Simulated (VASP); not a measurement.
# B2As (Fd-3m) in VASP: a series of runs

Runs on B2As. Level: PBE. Tasks: single point, relaxation of cell and atoms.

Everything below comes from runs of VASP 6.6.1. Logs are shortened: lines on timing, memory, paths and dates and some standing lists are left out, and cuts for length are marked.

## 1. The cell of the first run

Symmetry: Fd-3m, No. 227, cubic system. Conventional cell: a = 6.289 Å, b = 6.289 Å, c = 6.289 Å, α = 90.00°, β = 90.00°, γ = 90.00°. Within 2.9 Å of B (site symmetry -3m) lie 6 B at 2.22 Å and 6 As at 2.61 Å. As (site symmetry -43m) has 12 B at 2.61 Å and 4 As at 2.72 Å within 3.4 Å.

## 2. Single point, PBE

File INCAR:

```
ALGO = Normal ; EDIFF = 1E-6
ENCUT = 520 ; GGA = PE
ISIF = 2 ; ISMEAR = 0
LASPH = True ; LCHARG = False
LREAL = False ; LWAVE = False
NBANDS = 20 ; NELM = 100
PREC = Accurate ; SIGMA = 0.1
```

File KPOINTS:

```
k-points
0
Gamma
  4 4 4
```

File POSCAR:

```
B2As
1.0
    0.0000000000      3.1445345125      3.1445345125
    3.1445345125      0.0000000000      3.1445345125
    3.1445345125      3.1445345125      0.0000000000
B As
4 2
Direct
    0.6250000000      0.6250000000      0.6250000000
    0.1250000000      0.6250000000      0.6250000000
    0.6250000000      0.6250000000      0.1250000000
    0.6250000000      0.1250000000      0.6250000000
    0.0000000000      0.0000000000      0.0000000000
    0.2500000000      0.2500000000      0.2500000000
```

Potentials or basis: VASP PAW PBE potentials, release 64 (B, As).

Command:

```console
$ cat potpaw_PBE.64/B/POTCAR potpaw_PBE.64/As/POTCAR > POTCAR
$ mpirun -np 1 vasp_std > vasp.out
```

OUTCAR:

```text
EDIFF = 1E-6
   ENCUT = 520
   GGA = PE
   ISIF = 2
   ISMEAR = 0
   LASPH = True
   LREAL = False
   NELM = 100
   PREC = Accurate

 ion  position               nearest neighbor table
   1  0.625  0.625  0.625-
   2  0.125  0.625  0.625-
   3  0.625  0.625  0.125-
   4  0.625  0.125  0.625-
   5  0.000  0.000  0.000-   6 2.72   6 2.72   6 2.72   6 2.72
   6  0.250  0.250  0.250-   5 2.72   5 2.72   5 2.72   5 2.72

  LATTYP: Found a face centered cubic cell.
 ALAT       =     6.2890690250

  Lattice vectors:

 A1 = (   0.0000000000,   3.1445345125,   3.1445345125)
 A2 = (   3.1445345125,   0.0000000000,   3.1445345125)
 A3 = (   3.1445345125,   3.1445345125,   0.0000000000)

Analysis of symmetry for initial positions (statically):
=====================================================================
 Subroutine PRICEL returns:
 Original cell was already a primitive cell.

 Routine SETGRP: Setting up the symmetry group for a
 face centered cubic supercell.

 Subroutine GETGRP returns: Found 48 space group operations
 (whereof 24 operations were pure point group operations)
 out of a pool of 48 trial point group operations.

The static configuration has the point symmetry T_d .
 The point group associated with its full space group is O_h .

Analysis of symmetry for dynamics (positions and initial velocities):
=====================================================================
 Subroutine PRICEL returns:
 Original cell was already a primitive cell.

 Routine SETGRP: Setting up the symmetry group for a
 face centered cubic supercell.

 Subroutine GETGRP returns: Found 48 space group operations
 (whereof 24 operations were pure point group operations)
 out of a pool of 48 trial point group operations.

The dynamic configuration has the point symmetry T_d .
 The point group associated with its full space group is O_h .

 Subroutine INISYM returns: Found 48 space group operations
 (whereof 24 operations are pure point group operations),
 and found     1 'primitive' translations

----------------------------------------------------------------------------------------

                                     Primitive cell

  volume of cell :      62.1869

  direct lattice vectors                    reciprocal lattice vectors
     0.000000000  3.144534512  3.144534512    -0.159006046  0.159006046  0.159006046
     3.144534512  0.000000000  3.144534512     0.159006046 -0.159006046  0.159006046
     3.144534512  3.144534512  0.000000000     0.159006046  0.159006046 -0.159006046

  length of vectors
     4.447043355  4.447043355  4.447043355     0.275406551  0.275406551  0.275406551

  position of ions in fractional coordinates (direct lattice)
     0.625000000  0.625000000  0.625000000
     0.125000000  0.625000000  0.625000000
     0.625000000  0.625000000  0.125000000
     0.625000000  0.125000000  0.625000000
     0.000000000  0.000000000  0.000000000
     0.250000000  0.250000000  0.250000000

  ion indices of the primitive-cell ions
   primitive index   ion index
                 1           1
                 2           2
                 3           3
                 4           4
                 5           5
                 6           6

----------------------------------------------------------------------------------------

 KPOINTS: k-points

Automatic generation of k-mesh.
 Grid dimensions read from file:
 generate k-points for:    4    4    4

 Generating k-lattice:

  Cartesian coordinates                     Fractional coordinates (reciprocal lattice)
    -0.039751512  0.039751512  0.039751512     0.250000000  0.000000000  0.000000000
     0.039751512 -0.039751512  0.039751512     0.000000000  0.250000000  0.000000000
     0.039751512  0.039751512 -0.039751512     0.000000000  0.000000000  0.250000000

  Length of vectors
     0.068851638  0.068851638  0.068851638

  Shift w.r.t. Gamma in fractional coordinates (k-lattice)
     0.000000000  0.000000000  0.000000000

 Subroutine IBZKPT returns following result:
 ===========================================

 Found      8 irreducible k-points:

 Following reciprocal coordinates:
            Coordinates               Weight
  0.000000  0.000000  0.000000      1.000000
  0.250000  0.000000  0.000000      8.000000
  0.500000  0.000000  0.000000      4.000000
  0.250000  0.250000  0.000000      6.000000
  0.500000  0.250000  0.000000     24.000000
 -0.250000  0.250000  0.000000     12.000000
  0.500000  0.500000  0.000000      3.000000
 -0.250000  0.500000  0.250000      6.000000
   k-points           NKPTS =      8   k-points in BZ     NKDIM =      8   number of bands    NBANDS=     20
   number of dos      NEDOS =    301   number of ions     NIONS =      6
   total plane-waves  NPLWV =  46656
   dimension x,y,z NGX =    36 NGY =   36 NGZ =   36
   dimension x,y,z NGXF=    72 NGYF=   72 NGZF=   72
   ions per type =               4   2
   NGX,Y,Z   is equivalent  to a cutoff of  13.46, 13.46, 13.46 a.u.
   NGXF,Y,Z  is equivalent  to a cutoff of  26.92, 26.92, 26.92 a.u.
 SYSTEM =  unknown system
   PREC   = accura    normal or accurate (medium, high low for compatibility)
   ISTART =      0    job   : 0-new  1-cont  2-samecut
   ICHARG =      2    charge: 1-file 2-atom 10-const
   ISPIN  =      1    spin polarized calculation?
   LNONCOLLINEAR =      F non collinear calculations
   LSORBIT =      F    spin-orbit coupling
   LASPH  =      T    aspherical Exc in radial PAW
   ENCUT  =  520.0 eV  38.22 Ry    6.18 a.u.   8.27  8.27  8.27*2*pi/ulx,y,z
   NELM   =    100;   NELMIN=  2; NELMDL= -5     # of ELM steps
   EDIFF  = 0.1E-05   stopping-criterion for ELM
   LREAL  =      F    real-space projection
   EDIFFG = 0.1E-04   stopping-criterion for IOM
   NSW    =      0    number of steps for IOM
   IBRION =     -1    ionic relax: 0-MD 1-quasi-New 2-CG
   NFREE  =      0    steps in history (QN), initial steepest desc. (CG)
   ISIF   =      2    stress and relaxation
   ISYM   =      2    0-nonsym 1-usesym 2-fastsym
   POTIM  = 0.5000    time-step for ionic-motion
   TEBEG  =    0.0;   TEEND  =   0.0 temperature during run
   PSTRESS=    0.0 pullay stress
   NELECT =      22.0000    total number of electrons
   NUPDOWN=      -1.0000    fix difference up-down
   EMIN   =  10.00;   EMAX   =-10.00  energy-range for DOS
   EFERMI =   0.00;   METHOD = LEGACY
   ISMEAR =     0;   SIGMA  =   0.10  broadening in eV -4-tet -1-fermi 0-gaus
   EFERMI_NEDOS =   21; number of points for ismear=-14 and -15
   IALGO  =     38    algorithm
   IMIX   =      4    mixing-type and parameters
     AMIX     =   0.40;   BMIX     =  1.00
     AMIX_MAG =   1.60;   BMIX_MAG =  1.00
  volume/ion in A,a.u.               =      10.36        69.94
  Fermi-wavevector in a.u.,A,eV,Ry     =   1.157842  2.188004 18.239950  1.340598
  Thomas-Fermi vector in A             =   2.294450
   LORBIT       =      0    0 simple, 1 ext, 2 COOP (PROOUT), +10 PAW based schemes
   GGA     = PE    functional components
   LHFCALC =     F    Hartree Fock is set to
   AEXX    =    0.0000 exact exchange contribution
   IVDW    =     0    specifies the selected vdW correction
   LEPSILON=     F    determine dielectric tensor
   LRPA    =     F    only Hartree local field effects (RPA)
 non-spin polarized calculation
 Gauss-broadening in eV      SIGMA  =   0.10
  energy-cutoff  :      520.00
  volume of cell :       62.19
 maximum number of plane-waves:      1700
 NGX is ok and might be reduce to    36
   NGX = 17   NGY = 17   NGZ = 17

 number of electron      21.9999998 magnetization

 Free energy of the ion-electron system (eV)
  ---------------------------------------------------
  ext. energy  EPLUGINS =         0.00000000
  ---------------------------------------------------
  free energy    TOTEN  =       -25.89810607 eV

  energy without entropy =      -25.87771144  energy(sigma->0) =      -25.88790876

 E-fermi :   8.2350     XC(G=0): -11.8295

 val. band max:        8.1522663184   @ k =   0.5000   0.0000   0.0000
 cond. band min:       8.2830088749   @ k =   0.5000   0.2500   0.0000
 fundamental gap:      0.1307425566
 Fermi energy:         8.2350434891

 k-point     1 :       0.0000    0.0000    0.0000
  band No.  band energies     occupation
      1      -8.5620      2.00000
      2      -0.2742      2.00000
      3       1.1632      2.00000
      4       2.1599      2.00000
      5       2.1599      2.00000
      6       2.1599      2.00000
[... 12 lines left out ...]
     19      15.5138      0.00000
     20      15.5138      0.00000

 k-point     2 :       0.2500    0.0000    0.0000
  band No.  band energies     occupation
      1      -7.9405      2.00000
      2      -2.6170      2.00000
      3      -0.2920      2.00000
      4       1.5168      2.00000
      5       1.5193      2.00000
      6       1.5193      2.00000
[... 12 lines left out ...]
     19      15.2180      0.00000
     20      15.2184      0.00000

 k-point     3 :       0.5000    0.0000    0.0000
  band No.  band energies     occupation
      1      -6.5999      2.00000
      2      -5.1700      2.00000
      3      -0.4589      2.00000
      4       0.6254      2.00000
      5       1.3514      2.00000
      6       1.3514      2.00000
[... 12 lines left out ...]
     19      13.4011      0.00000
     20      15.2700      0.00000

 k-point     4 :       0.2500    0.2500    0.0000
  band No.  band energies     occupation
      1      -7.7262      2.00000
      2      -2.0079      2.00000
      3      -0.8582      2.00000
      4      -0.0508      2.00000
      5       0.1238      2.00000
      6       0.1238      2.00000
[... 12 lines left out ...]
     19      12.8365      0.00000
     20      15.4523      0.00000

 k-point     5 :       0.5000    0.2500    0.0000
  band No.  band energies     occupation
      1      -6.3756      2.00000
      2      -4.3379      2.00000
      3      -2.5650      2.00000
      4      -0.9364      2.00000
      5      -0.0904      2.00000
      6       2.7315      2.00000
[... 12 lines left out ...]
     19      13.5796      0.00000
     20      13.7695      0.00000

 k-point     6 :      -0.2500    0.2500    0.0000
  band No.  band energies     occupation
      1      -6.9398      2.00000
      2      -3.5417      2.00000
      3      -2.8781      2.00000
      4      -0.0901      2.00000
      5       0.9484      2.00000
      6       2.8623      2.00000
[... 12 lines left out ...]
     19      13.0355      0.00000
     20      14.0672      0.00000

 k-point     7 :       0.5000    0.5000    0.0000
  band No.  band energies     occupation
      1      -5.2842      2.00000
      2      -5.2842      2.00000
      3      -1.5940      2.00000
      4      -1.5940      2.00000
      5      -0.7216      2.00000
      6      -0.7216      2.00000
[... 12 lines left out ...]
     19      11.8294      0.00000
     20      11.8294      0.00000

 k-point     8 :      -0.2500    0.5000    0.2500
  band No.  band energies     occupation
      1      -5.0371      2.00000
      2      -5.0371      2.00000
      3      -3.0791      2.00000
      4      -3.0791      2.00000
      5       2.7829      2.00000
      6       2.7829      2.00000
[... 12 lines left out ...]
     19      13.9495      0.00000
     20      13.9495      0.00000

------------------------ aborting loop because EDIFF is reached ----------------------------------------

  FORCE on cell =-STRESS in cart. coord.  units (eV):
  Direction    XX          YY          ZZ          XY          YZ          ZX
  --------------------------------------------------------------------------------------
  -------------------------------------------------------------------------------------
  Total        0.0647776      0.0647776      0.0647776     -0.0000000     -0.0000000      0.0000000
  in kB        1.6689232      1.6689232      1.6689232     -0.0000000     -0.0000000      0.0000000
  external PRESSURE =       1.6689232 kB  Pullay stress =       0.0000000 kB

 VOLUME and BASIS-vectors are now :
 -----------------------------------------------------------------------------
  energy-cutoff  :      520.00
  volume of cell :       62.19
      direct lattice vectors                 reciprocal lattice vectors
     0.000000000  3.144534512  3.144534512    -0.159006046  0.159006046  0.159006046
     3.144534512  0.000000000  3.144534512     0.159006046 -0.159006046  0.159006046
     3.144534512  3.144534512  0.000000000     0.159006046  0.159006046 -0.159006046

 POSITION                                       TOTAL-FORCE (eV/Angst)
 -----------------------------------------------------------------------------------
      3.93067      3.93067      3.93067        -0.000000     -0.000000     -0.000000
      3.93067      2.35840      2.35840        -0.000000     -0.000000     -0.000000
      2.35840      2.35840      3.93067        -0.000000     -0.000000     -0.000000
      2.35840      3.93067      2.35840        -0.000000     -0.000000     -0.000000
      0.00000      0.00000      0.00000        -0.000000     -0.000000     -0.000000
      1.57227      1.57227      1.57227         0.000000      0.000000      0.000000
 -----------------------------------------------------------------------------------
    total drift:                               -0.000000      0.000000      0.000000

  FREE ENERGIE OF THE ION-ELECTRON SYSTEM (eV)
  ---------------------------------------------------
  free  energy   TOTEN  =       -25.8981060675 eV

  energy  without entropy=      -25.8777114438  energy(sigma->0) =      -25.88790876
```

Wall time 26 s (1 thread of AMD EPYC 7R13 (Zen 3), shared host); peak memory 0.17 GiB.

What came out:

```yaml
Free_energy: -25.8981 eV
Pressure: 0.2 GPa
Band_gap_on_the_k_mesh: zero (band 11 reaches 9.43 eV, above the bottom of band 12 at 5.87 eV)
```

Levels at points of the mesh, in eV from the Fermi level:
| k point | band 8 | band 9 | band 10 | band 11 | band 12 | band 13 | band 14 | band 15 | band 16 | band 17 |
| --- | --- | --- | --- | --- | --- | --- | --- | --- | --- | --- |
| (0.00, 0.00, 0.00) | -4.94 | -4.94 | -4.94 | -2.36 | -2.36 | -1.77 | -1.77 | -1.77 | 6.21 | 6.21 |
| (0.50, 0.00, 0.00) | -5.78 | -1.71 | -0.81 | -0.08 | -0.08 | 0.71 | 0.71 | 4.17 | 4.29 | 4.29 |
| (0.50, 0.50, 0.00) | -1.13 | 0.75 | 0.75 | 0.91 | 0.91 | 1.36 | 1.36 | 2.95 | 2.95 | 3.18 |

Caveat: the k points lie up to 0.43 Å⁻¹ apart.

## 3. Relaxation of cell and atoms, PBE

This run uses another cell than the first one, of 11.35 Å³/atom, 1.095 times its volume.

File INCAR:

```
SYSTEM = B2As
  PREC = Accurate
  ENCUT = 600
  EDIFF = 1E-6
  ISMEAR = 0
  SIGMA = 0.1
  LREAL = .False.
  LASPH = .True.
  NELM = 60
  ALGO = Normal
  ISIF = 3
  LWAVE = .False.
  LCHARG = .False.
  GGA = PE
  IBRION = 2
  NSW = 90
  EDIFFG = -0.04
```

File KPOINTS:

```
regular mesh
0
Gamma
  4 4 4
  0 0 0
```

POSCAR, as its differences from that of step 2:

```diff
@@ -2,5 +2,5 @@
 1.0
-    0.0000000000      3.1445345125      3.1445345125
-    3.1445345125      0.0000000000      3.1445345125
-    3.1445345125      3.1445345125      0.0000000000
+    0.0000000000      3.2409810165      3.2409810165
+    3.2409810165      0.0000000000      3.2409810165
+    3.2409810165      3.2409810165      0.0000000000
 B As
```

Potentials or basis: VASP PAW PBE potentials, release 64 (B, As).

Command:

```console
$ cat potpaw_PBE.64/B/POTCAR potpaw_PBE.64/As/POTCAR > POTCAR
$ mpirun -np 1 vasp_std > vasp.out
```

Wall time 73 s (1 thread of AMD EPYC 7R13 (Zen 3), shared host); peak memory 0.2 GiB.

The run converged. Its results:

* Free energy: -25.9010 eV
* Relaxed volume: 10.37 Å³/atom
* Relaxed cell: a = 4.448 Å, b = 4.448 Å, c = 4.448 Å, α = 60.00°, β = 60.00°, γ = 60.00°
* Space group after relaxing (to 0.05 Å): Fd-3m (No. 227)
* Energy gained by relaxing: 34.9 meV/atom
* Ionic steps: 3
* Pressure after relaxing: 0.0 GPa

Step by step:
| step | energy change (eV) | largest force (eV/Å) | pressure (GPa) | volume (Å³) |
| --- | --- | --- | --- | --- |
| 1 | 0.0000 | 0.0000 | -10.54 | 68.09 |
| 2 | -0.1973 | 0.0000 | 3.10 | 60.99 |
| 3 | -0.2093 | 0.0000 | 0.05 | 62.24 |

Final structure:
```
B As
1.0
     0.00000    3.14537    3.14537
     3.14537    0.00000    3.14537
     3.14537    3.14537    0.00000
B As
4 2
Direct
  0.62500 0.62500 0.62500
  0.12500 0.62500 0.62500
  0.62500 0.62500 0.12500
  0.62500 0.12500 0.62500
  0.00000 0.00000 0.00000
  0.25000 0.25000 0.25000
```

Levels at points of the mesh, in eV from the Fermi level:
```tsv
k point	band 8	band 9	band 10	band 11	band 12	band 13	band 14	band 15
(0.00, 0.00, 0.00)	-4.94	-4.94	-4.94	-2.36	-2.36	-1.77	-1.77	-1.77
(0.50, 0.00, 0.00)	-5.77	-1.71	-0.81	-0.08	-0.08	0.70	0.70	4.16
(0.50, 0.50, 0.00)	-1.14	0.75	0.75	0.91	0.91	1.36	1.36	2.95
```

Caveat: the k points lie up to 0.43 Å⁻¹ apart in the final cell; the bands computed are all filled at some k points, so no gap is given.
